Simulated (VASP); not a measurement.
# AlN (P6_3/mmc) in VASP: notebook

The runs below take AlN through single point, with PBEsol.

Program: VASP 6.6.1. These are calculated values, not measurements. Logs are shortened: lines on timing, memory, paths and dates and some standing lists are left out, and cuts for length are marked.

## Step 1: The cell of the first run

It takes space group P6_3/mmc (No. 194, hexagonal). Conventional cell: a = 3.381 Å, b = 3.381 Å, c = 4.041 Å, α = 90.00°, β = 90.00°, γ = 120.00°. Within 2.6 Å of Al (site symmetry -6m2) lie 5 N at 1.95 to 2.02 Å. Within 2.6 Å of N (site symmetry -6m2) lie 5 Al at 1.95 to 2.02 Å.

## Step 2: Single point, PBEsol (volume 10.004 Å^3 an atom, c/a of the conventional cell 1.1951)

INCAR

```
SYSTEM = AlN
  ALGO = Normal
  EDIFF = 1E-6
  ENCUT = 520
  GGA = PS
  ISIF = 2
  ISMEAR = 0
  LASPH = .True.
  LCHARG = .True.
  LELF = .True.
  LREAL = .False.
  LVHAR = .True.
  LWAVE = .False.
  NBANDS = 16
  NELM = 100
  PREC = Accurate
  SIGMA = 0.05
```

KPOINTS

```
k-points
0
Gamma
  9 9 6
  0 0 0
```

POSCAR

```
AlN
1.0
    3.3814237507      0.0000000000      0.0000000000
   -1.6907118754      2.9283988691      0.0000000000
    0.0000000000      0.0000000000      4.0411395245
Al N
2 2
Direct
    0.3333333333      0.6666666667      0.7500000000
    0.6666666667      0.3333333333      0.2500000000
    0.3333333333      0.6666666667      0.2500000000
    0.6666666667      0.3333333333      0.7500000000
```

Potentials or basis: VASP PAW PBE potentials, release 64 (Al, N).

Command:

```
$ cat potpaw_PBE.64/Al/POTCAR potpaw_PBE.64/N/POTCAR > POTCAR
$ mpirun -np 1 vasp_std > vasp.out
```

OUTCAR:

```text
SYSTEM = AlN
   EDIFF = 1E-6
   ENCUT = 520
   GGA = PS
   ISIF = 2
   ISMEAR = 0
   LASPH = .True.
   LREAL = .False.
   NELM = 100
   PREC = Accurate

 ion  position               nearest neighbor table
   1  0.333  0.667  0.750-   4 1.95   4 1.95   4 1.95   3 2.02   3 2.02   2 2.81   2 2.81   2 2.81
                             2 2.81   2 2.81   2 2.81
   2  0.667  0.333  0.250-   3 1.95   3 1.95   3 1.95   4 2.02   4 2.02   1 2.81   1 2.81   1 2.81
                             1 2.81   1 2.81   1 2.81
   3  0.333  0.667  0.250-   2 1.95   2 1.95   2 1.95   1 2.02   1 2.02
   4  0.667  0.333  0.750-   1 1.95   1 1.95   1 1.95   2 2.02   2 2.02

  LATTYP: Found a hexagonal cell.
 ALAT       =     3.3814237507
 C/A-ratio  =     1.1951000000

  Lattice vectors:

 A1 = (   3.3814237507,   0.0000000000,   0.0000000000)
 A2 = (  -1.6907118754,   2.9283988691,   0.0000000000)
 A3 = (   0.0000000000,   0.0000000000,   4.0411395245)

Analysis of symmetry for initial positions (statically):
=====================================================================
 Subroutine PRICEL returns:
 Original cell was already a primitive cell.

 Routine SETGRP: Setting up the symmetry group for a
 hexagonal supercell.

 Subroutine GETGRP returns: Found 24 space group operations
 (whereof 12 operations were pure point group operations)
 out of a pool of 24 trial point group operations.

The static configuration has the point symmetry D_3d.
 The point group associated with its full space group is D_6h.

Analysis of symmetry for dynamics (positions and initial velocities):
=====================================================================
 Subroutine PRICEL returns:
 Original cell was already a primitive cell.

 Routine SETGRP: Setting up the symmetry group for a
 hexagonal supercell.

 Subroutine GETGRP returns: Found 24 space group operations
 (whereof 12 operations were pure point group operations)
 out of a pool of 24 trial point group operations.

The dynamic configuration has the point symmetry D_3d.
 The point group associated with its full space group is D_6h.

 Subroutine INISYM returns: Found 24 space group operations
 (whereof 12 operations are pure point group operations),
 and found     1 'primitive' translations

----------------------------------------------------------------------------------------

                                     Primitive cell

  volume of cell :      40.0160

[... 90 lines left out ...]
   ENCUT  =  520.0 eV  38.22 Ry    6.18 a.u.   6.29  6.29  7.51*2*pi/ulx,y,z
   NELM   =    100;   NELMIN=  2; NELMDL= -5     # of ELM steps
   EDIFF  = 0.1E-05   stopping-criterion for ELM
   LREAL  =      F    real-space projection
   EDIFFG = 0.1E-04   stopping-criterion for IOM
   NSW    =      0    number of steps for IOM
   IBRION =     -1    ionic relax: 0-MD 1-quasi-New 2-CG
   NFREE  =      0    steps in history (QN), initial steepest desc. (CG)
   ISIF   =      2    stress and relaxation
   ISYM   =      2    0-nonsym 1-usesym 2-fastsym
   POTIM  = 0.5000    time-step for ionic-motion
   TEBEG  =    0.0;   TEEND  =   0.0 temperature during run
   PSTRESS=    0.0 pullay stress
   NELECT =      16.0000    total number of electrons
   NUPDOWN=      -1.0000    fix difference up-down
   EMIN   =  10.00;   EMAX   =-10.00  energy-range for DOS
   EFERMI =   0.00;   METHOD = LEGACY
   ISMEAR =     0;   SIGMA  =   0.05  broadening in eV -4-tet -1-fermi 0-gaus
   EFERMI_NEDOS =   21; number of points for ismear=-14 and -15
   IALGO  =     38    algorithm
   IMIX   =      4    mixing-type and parameters
     AMIX     =   0.40;   BMIX     =  1.00
     AMIX_MAG =   1.60;   BMIX_MAG =  1.00
  volume/ion in A,a.u.               =      10.00        67.51
  Fermi-wavevector in a.u.,A,eV,Ry     =   1.206064  2.279130 19.790896  1.454590
  Thomas-Fermi vector in A             =   2.341742
   LORBIT       =      0    0 simple, 1 ext, 2 COOP (PROOUT), +10 PAW based schemes
   GGA     = PS    functional components
   LHFCALC =     F    Hartree Fock is set to
   AEXX    =    0.0000 exact exchange contribution
   IVDW    =     0    specifies the selected vdW correction
   LEPSILON=     F    determine dielectric tensor
   LRPA    =     F    only Hartree local field effects (RPA)
 non-spin polarized calculation
 Gauss-broadening in eV      SIGMA  =   0.05
  energy-cutoff  :      520.00
  volume of cell :       40.02
 maximum number of plane-waves:      1108
 NGX is ok and might be reduce to    28
   NGX = 13   NGY = 13   NGZ = 15

 number of electron      15.9999999 magnetization

 Free energy of the ion-electron system (eV)
  ---------------------------------------------------
  ext. energy  EPLUGINS =         0.00000000
  ---------------------------------------------------
  free energy    TOTEN  =       -30.88983230 eV

  energy without entropy =      -30.88983230  energy(sigma->0) =      -30.88983230

 E-fermi :   7.8032     XC(G=0): -11.3153

 val. band max:        7.5233206390   @ k =   0.0000   0.0000   0.0000
 cond. band min:      10.8337989696   @ k =   0.0000   0.0000   0.0000
 fundamental gap:      3.3104783306
 Fermi energy:         7.8032310041

 k-point     1 :       0.0000    0.0000    0.0000
  band No.  band energies     occupation
      1      -8.9745      2.00000
      2      -5.0507      2.00000
      3       1.0045      2.00000
      4       4.3250      2.00000
      5       4.3250      2.00000
      6       6.2758      2.00000
[... 433 lines left out ...]
      3       1.2018      2.00000
      4       2.2214      2.00000
      5       2.2214      2.00000
      6       5.1200      2.00000
[... 8 lines left out ...]
     15      19.0458      0.00000
     16      20.9184      0.00000

 [... further k-points ...]
[... 5 lines left out ...]
  --------------------------------------------------------------------------------------
  -------------------------------------------------------------------------------------
  Total       -2.0999669     -2.0999669      0.3660226      0.0000000      0.0000000     -0.0000000
  in kB      -84.0793521    -84.0793521     14.6549645      0.0000000      0.0000000     -0.0000000
  external PRESSURE =     -51.1679132 kB  Pullay stress =       0.0000000 kB

 VOLUME and BASIS-vectors are now :
 -----------------------------------------------------------------------------
  energy-cutoff  :      520.00
  volume of cell :       40.02
      direct lattice vectors                 reciprocal lattice vectors
     3.381423751  0.000000000  0.000000000     0.295733417  0.170741768  0.000000000
    -1.690711875  2.928398869  0.000000000     0.000000000  0.341483536  0.000000000
     0.000000000  0.000000000  4.041139525     0.000000000  0.000000000  0.247454955

 POSITION                                       TOTAL-FORCE (eV/Angst)
 -----------------------------------------------------------------------------------
     -0.00000      1.95227      3.03085        -0.000000      0.000000      0.000000
      1.69071      0.97613      1.01028        -0.000000      0.000000      0.000000
     -0.00000      1.95227      1.01028         0.000000     -0.000000      0.000000
      1.69071      0.97613      3.03085        -0.000000      0.000000      0.000000
 -----------------------------------------------------------------------------------
    total drift:                               -0.000000     -0.000000     -0.000000

  FREE ENERGIE OF THE ION-ELECTRON SYSTEM (eV)
  ---------------------------------------------------
  free  energy   TOTEN  =       -30.8898322977 eV

  energy  without entropy=      -30.8898322977  energy(sigma->0) =      -30.88983230
```

It took 26 s on 1 thread of Intel Xeon 6975P-C, shared host; peak memory 0.17 GiB.

What came out:

```yaml
Free_energy: -30.8898 eV
Pressure: -5.1 GPa
Band_gap_on_the_k_mesh: 3.31 eV, direct
```

Levels at points of the mesh, in eV from the valence-band top:
```
           k point  band 5  band 6  band 7  band 8  band 9  band 10  band 11  band 12
(0.00, 0.00, 0.00)   -3.20   -1.25   -1.25    0.00    3.31     4.36     8.07     8.07
(0.00, 0.00, 0.50)   -2.27   -2.27   -2.27   -2.27    5.74     5.74     8.16     8.16
```

Caveat: the PAW data sets were made with another functional, which shifts forces and pressure a little.

## Step 3: Single point, PBEsol (volume 9.301 Å^3 an atom, c/a of the conventional cell 1.2743)

INCAR

```
SYSTEM = AlN
PREC = Accurate
ENCUT = 520
EDIFF = 1E-6
ISMEAR = 0
SIGMA = 0.05
LREAL = .FALSE.
LASPH = .TRUE.
NELM = 100
ALGO = Normal
ISIF = 2
LWAVE = .FALSE.
LCHARG = .FALSE.
GGA = PS
NBANDS = 16
```

KPOINTS

```
Automatic mesh
0
G
  9 9 6
  0 0 0
```

POSCAR

```
AlN
1.0
    3.2304456616      0.0000000000      0.0000000000
   -1.6152228308      2.7976480085      0.0000000000
    0.0000000000      0.0000000000      4.1165569066
Al N
2 2
Direct
    0.3333333333      0.6666666667      0.7500000000
    0.6666666667      0.3333333333      0.2500000000
    0.3333333333      0.6666666667      0.2500000000
    0.6666666667      0.3333333333      0.7500000000
```

Potentials or basis: VASP PAW PBE potentials, release 64 (Al, N).

Command:

```
$ cat potpaw_PBE.64/Al/POTCAR potpaw_PBE.64/N/POTCAR > POTCAR
$ mpirun -np 1 vasp_std > vasp.out
```

It took 22 s on 1 thread of Intel Xeon 8259CL, shared host; peak memory 0.16 GiB.

Results (log left out):

```yaml
Free_energy: -30.8686 eV
Pressure: 12.3 GPa
Band_gap_on_the_k_mesh: 3.67 eV, direct
```

Stress tensor (GPa, compression positive):
```
14.38  0.00  0.00
 0.00 14.38  0.00
 0.00  0.00  8.06
```

Levels at points of the mesh, in eV from the valence-band top:
```csv
k point,band 4,band 5,band 6,band 7,band 8,band 9,band 10,band 11,band 12,band 13
"(0.00, 0.00, 0.00)",-3.49,-3.49,-1.79,-1.79,0.00,3.67,4.90,8.52,8.52,11.68
"(0.00, 0.00, 0.50)",-3.88,-2.68,-2.68,-2.68,-2.68,5.97,5.97,8.67,8.67,8.67
```

Caveat: the PAW data sets were made with another functional, which shifts forces and pressure a little.

(Part 1 of 2 ends here.)
